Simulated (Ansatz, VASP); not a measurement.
# KZnF3: VASP beside Ansatz

```xyz
5
Lattice="4.1259 0.0000 0.0000 0.0000 4.1259 0.0000 0.0000 0.0000 4.1259" Properties=species:S:1:pos:R:3 pbc="T T T"
K     0.0000    0.0000    0.0000
Zn    2.0630    2.0630    2.0630
F     2.0630    2.0630    0.0000
F     0.0000    2.0630    2.0630
F     2.0630    0.0000    2.0630
```

Alike in both runs: task relaxation of cell and atoms; functional PBE; k mesh 6 × 6 × 6; occupations gaussian, width 0.02 eV; no spin polarisation.

```csv
,VASP,Ansatz
version,VASP 6.6.1,Ansatz 0.2.0
potentials or method,"VASP PAW PBE potentials, release 64 (K_sv, Zn, F), cutoff 600 eV","scalar-relativistic, plane waves, PAW"
valence electrons in the cell,42,42
```

VASP gave:

* gap on the k mesh at the Fermi level, each at its own relaxed structure (eV): 3.65
* relaxed volume (Å³/atom): 14.09
* relaxed length of the cell vector where the two differ most in proportion (Å): 4.130

**Question.** Which values does Ansatz return?

**Answer.** gap on the k mesh at the Fermi level, each at its own relaxed structure (eV): 3.71; relaxed volume (Å³/atom): 14.06; relaxed length of the cell vector where the two differ most in proportion (Å): 4.127.
